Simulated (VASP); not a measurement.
# HC18N in VASP: further runs, part 2 of 2

VASP 6.6.1.

## 4. Single point, PBE

INCAR reads:

```
SYSTEM = HC18N
  PREC = Accurate
  ENCUT = 520
  EDIFF = 1E-6
  ISMEAR = -1
  SIGMA = 0.02
  LREAL = Auto
  LASPH = .TRUE.
  NELM = 80
  ALGO = Normal
  ISIF = 2
  LWAVE = .FALSE.
  LCHARG = .FALSE.
  GGA = PE
  NBANDS = 55
```

KPOINTS reads:

```
regular mesh
0
G
  2 2 1
  0 0 0
```

POSCAR reads:

```
HC18N
1.0
    7.3980000000      0.0000000000      0.0000000000
   -3.6990000000      6.4068560000      0.0000000000
    0.0000000000      0.0000000000     13.0000000000
C N H
18 1 1
Direct
    0.0038774155     -0.0001248662      0.0731741538
    0.2258936325      0.1106299252      0.0702580769
    0.0046551030      0.3327113954      0.0680920000
    0.2255420482      0.4445036692      0.0694810769
    0.0025786269      0.6644002924      0.0714884615
    0.2248423132      0.7750739208      0.0740804615
    0.3344013080     -0.0026729179      0.0740626154
    0.5547259009      0.1078919208      0.0805586923
    0.3369703902      0.3327658683      0.0700179231
    0.5585621791      0.4459251152      0.0705509231
    0.3325930738      0.6636251853      0.0780813077
    0.5551574512      0.7685136048      0.1017199231
    0.6767972882      0.0055478069      0.1018080769
    0.8972984577      0.1123065666      0.0744264615
    0.6711647241      0.3352916001      0.0756740769
    0.8953150016      0.4449260292      0.0716329231
    0.6723332121      0.6644980003      0.0765960000
    0.8912815913      0.7756818633      0.0743309231
    0.6234051455      0.8897824456      0.1969043077
    0.6058399533      1.2362330291      0.1614206154
```

Potentials or basis: VASP PAW PBE potentials, release 64 (C, N, H).

On the command line:

```console
$ cat potpaw_PBE.64/C/POTCAR potpaw_PBE.64/N/POTCAR potpaw_PBE.64/H/POTCAR > POTCAR
$ mpirun -np 1 vasp_std > vasp.out
```

OUTCAR:

```text
SYSTEM = HC18N
   PREC = Accurate
   ENCUT = 520
   EDIFF = 1E-6
   ISMEAR = -1
   LREAL = Auto
   LASPH = .TRUE.
   NELM = 80
   ISIF = 2
   GGA = PE

 ion  position               nearest neighbor table
   1  0.004  1.000  0.073-  14 1.40   2 1.42  18 1.44
   2  0.226  0.111  0.070-   7 1.42   1 1.42   9 1.42
   3  0.005  0.333  0.068-  14 1.41   4 1.42  16 1.42
   4  0.226  0.445  0.069-  11 1.41   3 1.42   9 1.43
   5  0.003  0.664  0.071-  16 1.41   6 1.42  18 1.43
   6  0.225  0.775  0.074-  11 1.41   7 1.42   5 1.42
   7  0.334  0.997  0.074-   8 1.41   2 1.42   6 1.42
   8  0.555  0.108  0.081-  20 1.34   7 1.41  15 1.46  13 1.47
   9  0.337  0.333  0.070-  10 1.42   2 1.42   4 1.43
  10  0.559  0.446  0.071-  17 1.40   9 1.42  15 1.43
  11  0.333  0.664  0.078-   6 1.41   4 1.41  12 1.46
  12  0.555  0.769  0.102-  17 1.46  11 1.46  19 1.46  13 1.52
  13  0.677  0.006  0.102-  19 1.44  14 1.46   8 1.47  12 1.52
  14  0.897  0.112  0.074-   1 1.40   3 1.41  13 1.46
  15  0.671  0.335  0.076-  20 1.29  10 1.43  16 1.44   8 1.46
  16  0.895  0.445  0.072-   5 1.41   3 1.42  15 1.44
  17  0.672  0.664  0.077-  10 1.40  18 1.40  12 1.46
  18  0.891  0.776  0.074-  17 1.40   5 1.43   1 1.44
  19  0.623  0.890  0.197-  13 1.44  12 1.46
  20  0.606  0.236  0.161-  15 1.29   8 1.34

  LATTYP: Found a hexagonal cell.
 ALAT       =     7.3980000000
 C/A-ratio  =     1.7572316842

  Lattice vectors:

 A1 = (   7.3980000000,   0.0000000000,   0.0000000000)
 A2 = (  -3.6990000000,   6.4068560000,   0.0000000000)
 A3 = (   0.0000000000,   0.0000000000,  13.0000000000)

Analysis of symmetry for initial positions (statically):
=====================================================================
 Subroutine PRICEL returns:
 Original cell was already a primitive cell.

 Routine SETGRP: Setting up the symmetry group for a
 hexagonal supercell.

 Subroutine GETGRP returns: Found  1 space group operations
 (whereof  1 operations were pure point group operations)
 out of a pool of 24 trial point group operations.

The static configuration has the point symmetry C_1 .

Analysis of symmetry for dynamics (positions and initial velocities):
=====================================================================
 Subroutine PRICEL returns:
 Original cell was already a primitive cell.

 Routine SETGRP: Setting up the symmetry group for a
 hexagonal supercell.

 Subroutine GETGRP returns: Found  1 space group operations
 (whereof  1 operations were pure point group operations)
 out of a pool of 24 trial point group operations.

The dynamic configuration has the point symmetry C_1 .

 Subroutine INISYM returns: Found  1 space group operations
 (whereof  1 operations are pure point group operations),
 and found     1 'primitive' translations

----------------------------------------------------------------------------------------

                                     Primitive cell

  volume of cell :     616.1730

  direct lattice vectors                    reciprocal lattice vectors
     7.398000000  0.000000000  0.000000000     0.135171668  0.078041398  0.000000000
    -3.699000000  6.406856000  0.000000000     0.000000000  0.156082796  0.000000000
[... 73 lines left out ...]

 Found      4 irreducible k-points:

 Following reciprocal coordinates:
            Coordinates               Weight
  0.000000  0.000000  0.000000      1.000000
  0.500000  0.000000  0.000000      1.000000
  0.000000  0.500000  0.000000      1.000000
  0.500000  0.500000  0.000000      1.000000
   k-points           NKPTS =      4   k-points in BZ     NKDIM =      4   number of bands    NBANDS=     55
   number of dos      NEDOS =    301   number of ions     NIONS =     20
   total plane-waves  NPLWV = 307328
   dimension x,y,z NGX =    56 NGY =   56 NGZ =   98
   dimension x,y,z NGXF=   112 NGYF=  112 NGZF=  196
   ions per type =              18   1   1
   NGX,Y,Z   is equivalent  to a cutoff of  12.58, 12.58, 12.53 a.u.
   NGXF,Y,Z  is equivalent  to a cutoff of  25.17, 25.17, 25.06 a.u.
 SYSTEM =  HC18N
   PREC   = accura    normal or accurate (medium, high low for compatibility)
   ISTART =      0    job   : 0-new  1-cont  2-samecut
   ICHARG =      2    charge: 1-file 2-atom 10-const
   ISPIN  =      1    spin polarized calculation?
   LNONCOLLINEAR =      F non collinear calculations
   LSORBIT =      F    spin-orbit coupling
   LASPH  =      T    aspherical Exc in radial PAW
   ENCUT  =  520.0 eV  38.22 Ry    6.18 a.u.  13.76 13.76 24.17*2*pi/ulx,y,z
   NELM   =     80;   NELMIN=  2; NELMDL= -5     # of ELM steps
   EDIFF  = 0.1E-05   stopping-criterion for ELM
   LREAL  =      T    real-space projection
   EDIFFG = 0.1E-04   stopping-criterion for IOM
   NSW    =      0    number of steps for IOM
   IBRION =     -1    ionic relax: 0-MD 1-quasi-New 2-CG
   NFREE  =      0    steps in history (QN), initial steepest desc. (CG)
   ISIF   =      2    stress and relaxation
   ISYM   =      2    0-nonsym 1-usesym 2-fastsym
   POTIM  = 0.5000    time-step for ionic-motion
   TEBEG  =    0.0;   TEEND  =   0.0 temperature during run
   PSTRESS=    0.0 pullay stress
   NELECT =      78.0000    total number of electrons
   NUPDOWN=      -1.0000    fix difference up-down
   EMIN   =  10.00;   EMAX   =-10.00  energy-range for DOS
   EFERMI =   0.00;   METHOD = LEGACY
   ISMEAR =    -1;   SIGMA  =   0.02  broadening in eV -4-tet -1-fermi 0-gaus
   EFERMI_NEDOS =   21; number of points for ismear=-14 and -15
   IALGO  =     38    algorithm
   IMIX   =      4    mixing-type and parameters
     AMIX     =   0.40;   BMIX     =  1.00
     AMIX_MAG =   1.60;   BMIX_MAG =  1.00
  volume/ion in A,a.u.               =      30.81       207.91
  Fermi-wavevector in a.u.,A,eV,Ry     =   0.822001  1.553356  9.193253  0.675685
  Thomas-Fermi vector in A             =   1.933259
   LORBIT       =      0    0 simple, 1 ext, 2 COOP (PROOUT), +10 PAW based schemes
   GGA     = PE    functional components
   LHFCALC =     F    Hartree Fock is set to
   AEXX    =    0.0000 exact exchange contribution
   IVDW    =     0    specifies the selected vdW correction
   LEPSILON=     F    determine dielectric tensor
   LRPA    =     F    only Hartree local field effects (RPA)
 non-spin polarized calculation
  energy-cutoff  :      520.00
  volume of cell :      616.17
 maximum number of plane-waves:     16651
 NGX is ok and might be reduce to    56
   NGX = 27   NGY = 27   NGZ = 49

 number of electron      78.0000000 magnetization

 Free energy of the ion-electron system (eV)
  ---------------------------------------------------
  ext. energy  EPLUGINS =         0.00000000
  ---------------------------------------------------
  free energy    TOTEN  =      -171.57209130 eV

  energy without entropy =     -171.56315710  energy(sigma->0) =     -171.56762420

 E-fermi :  -2.2552     XC(G=0):  -3.5422

 val. band max:       -2.2943325912   @ k =   0.0000   0.5000   0.0000
 cond. band min:      -2.2197635889   @ k =   0.0000   0.0000   0.0000
 fundamental gap:      0.0745690023
 Fermi energy:        -2.2551873348

 k-point     1 :       0.0000    0.0000    0.0000
  band No.  band energies     occupation
      1     -22.7244      2.00000
      2     -21.1834      2.00000
      3     -19.9565      2.00000
      4     -19.2358      2.00000
      5     -19.1920      2.00000
      6     -19.0740      2.00000
[... 205 lines left out ...]
     50       3.7422      0.00000
     51       4.0291      0.00000
 [bands above 51 left out]

------------------------ aborting loop because EDIFF is reached ----------------------------------------

  FORCE on cell =-STRESS in cart. coord.  units (eV):
  Direction    XX          YY          ZZ          XY          YZ          ZX
  --------------------------------------------------------------------------------------
  -------------------------------------------------------------------------------------
  Total        8.2949544      7.3593689      0.0686271     -0.4271156     -0.0118953      0.0307452
  in kB       21.5685994     19.1358834      0.1784447     -1.1105890     -0.0309302      0.0799438
  external PRESSURE =      13.6276425 kB  Pullay stress =       0.0000000 kB

 VOLUME and BASIS-vectors are now :
 -----------------------------------------------------------------------------
  energy-cutoff  :      520.00
  volume of cell :      616.17
      direct lattice vectors                 reciprocal lattice vectors
     7.398000000  0.000000000  0.000000000     0.135171668  0.078041398  0.000000000
    -3.699000000  6.406856000  0.000000000     0.000000000  0.156082796  0.000000000
     0.000000000  0.000000000 13.000000000     0.000000000  0.000000000  0.076923077

 POSITION                                       TOTAL-FORCE (eV/Angst)
 -----------------------------------------------------------------------------------
     -3.66985      6.40606      0.95126         0.001118     -0.003348     -0.000255
      1.26194      0.70879      0.91335         0.001067     -0.005118      0.002824
     -1.19626      2.13163      0.88520        -0.010487      0.004829     -0.005404
      0.02434      2.84787      0.90325         0.022951     -0.013504     -0.007591
     -2.43854      4.25672      0.92935        -0.014566      0.012787     -0.002538
     -1.20361      4.96579      0.96305        -0.003844      0.009324      0.001006
[... 12 lines left out ...]
      1.32065      5.70071      2.55976         0.012348     -0.015118      0.161505
      3.60818      1.51351      2.09847         0.012178      0.010731      0.022454
 -----------------------------------------------------------------------------------
    total drift:                               -0.014749     -0.003014      0.002745

  FREE ENERGIE OF THE ION-ELECTRON SYSTEM (eV)
  ---------------------------------------------------
  free  energy   TOTEN  =      -171.5720913017 eV

  energy  without entropy=     -171.5631570983  energy(sigma->0) =     -171.56762420
```

Run time: 9.2 min. Hardware: 1 thread of Oxide Virtual Turin-like, shared host; peak memory 0.6 GiB.

Results:

```yaml
Free_energy: -171.5721 eV
Largest_force: 0.163 eV/Å
Band_gap_on_the_k_mesh: 0.07 eV (least direct gap 0.11 eV)
```

Forces on the atoms (eV/Å):
```
C    0.001 -0.003  0.000
C    0.001 -0.005  0.003
C   -0.010  0.005 -0.005
C    0.023 -0.014 -0.008
C   -0.015  0.013 -0.003
C   -0.004  0.009  0.001
C    0.001 -0.004 -0.003
C   -0.008 -0.024 -0.011
C   -0.010  0.015 -0.001
C    0.013 -0.016 -0.009
C    0.003  0.004 -0.010
C   -0.026 -0.094 -0.061
C    0.020  0.086 -0.061
C   -0.007 -0.008 -0.008
C   -0.016  0.016 -0.005
C    0.008 -0.005 -0.002
C   -0.007  0.017 -0.004
C    0.006  0.011  0.004
N    0.012 -0.015  0.162
H    0.012  0.011  0.022
```

Caveat: the k points lie up to 0.49 Å⁻¹ apart; there is no dipole correction, which matters where the two faces differ.

## 5. The runs side by side

```tsv
cell	gap on the mesh (eV)	largest force (eV/Å)
as given, atomic positions A	0.47	0.48
as given, atomic positions B	0.28	0.76
as given, atomic positions C	0.07	0.16
```

Alike in all rows: task single point; level PBE; potentials or basis VASP PAW PBE potentials, release 64 (C, N, H); no spin polarisation; k mesh 2 × 2 × 1; cutoff (eV) 520; smearing fermi-dirac 0.02 eV.

Caveats: all runs use coarse meshes; there is no dipole correction, which matters where the two faces differ.

Absolute energies hang on the potentials; compare differences alone.
